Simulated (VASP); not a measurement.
The system is SnO.

```
CELL_PARAMETERS angstrom
0.00000 2.82927 2.70821
2.82927 0.00000 2.70821
2.82927 2.82927 0.00000
ATOMIC_POSITIONS crystal
Sn 0.00000 0.00000 0.00000
O 0.25000 0.25000 0.25000
```

This cell differs from its parent crystal: biaxial xy strain +4.5%.

Base run:

```yaml
Program: VASP 6.6.1
Functional: r2SCAN
Potentials_or_basis: VASP PAW PBE potentials, release 64 (Sn_d, O)
Cutoff: 520 eV
k_mesh: 8 × 8 × 8
Occupations: fermi-dirac, width 0.02 eV
Spin: no spin polarisation
```

Its results: band gap on the k mesh zero (bands 10 and 11 overlap by 0.28 eV); pressure -5.0 GPa.

Question: The run is repeated on the same cell with these changes: functional from r2SCAN to PBE; further incar settings from ALGO = Normal; EDIFF = 1e-07; NBANDS = 17 to ALGO = Normal; EDIFF = 1e-06; NBANDS = 17. What comes out?

Answer: Band gap on the k mesh zero (bands 10 and 11 overlap by 0.35 eV); pressure -2.9 GPa.

Caveats: semilocal functionals underestimate gaps, so a narrow gap can read as zero; spin-orbit coupling is left out, which moves the levels of the heavy elements; the cell stands under tension (at least some runs); the PAW data sets were made with another functional, which shifts forces and pressure a little (at least some runs).
